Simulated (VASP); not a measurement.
LuGa2Os2: single point with PBEsol

Crystal: LuGa2Os2.

```
Os Lu Ga
1.0
     0.00000    4.23555    0.00000
     4.23555    0.00000    0.00000
     2.11777    2.11777   -4.92130
Os Lu Ga
2 1 2
Direct
  0.75000 0.25000 0.50000
  0.25000 0.75000 0.50000
  0.00000 0.00000 0.00000
  0.37500 0.37500 0.25000
  0.62500 0.62500 0.75000
```

- Program: VASP 6.6.1
- Task: single point
- Functional: PBEsol
- Potentials or basis: VASP PAW PBE potentials, release 64 (Os, Lu, Ga_d)
- Cutoff: 520 eV
- k mesh: 5 × 5 × 5
- Occupations: tetrahedron
- Spin: no spin polarisation

```yaml
Pressure: -2.9 GPa
Largest_force: 0.448 eV/Å
Band_gap_on_the_k_mesh: zero (an odd number of electrons rules out a gap without spin polarisation)
```

Forces on the atoms (eV/Å):
```
Os   0.000  0.000  0.000
Os   0.000  0.000  0.000
Lu   0.000  0.000  0.000
Ga   0.000  0.000  0.448
Ga   0.000  0.000 -0.448
```

Stress tensor (GPa, compression positive):
```
-4.01  0.00  0.00
 0.00 -4.01  0.00
 0.00  0.00 -0.80
```

Levels at points of the mesh, in eV from the Fermi level:
| k point | band 31 | band 32 | band 33 | band 34 | band 35 | band 36 |
| --- | --- | --- | --- | --- | --- | --- |
| (0.00, 0.00, 0.00) | -0.50 | 0.05 | 0.11 | 0.11 | 0.37 | 0.84 |

Run time: 110 s on 1 thread of AMD EPYC 7R43 64-Core Processor (Zen 3) (shared host), peak memory 0.23 GiB.

Caveat: the PAW data sets were made with another functional, which shifts forces and pressure a little; spin-orbit coupling is left out, which moves the levels of the heavy elements.
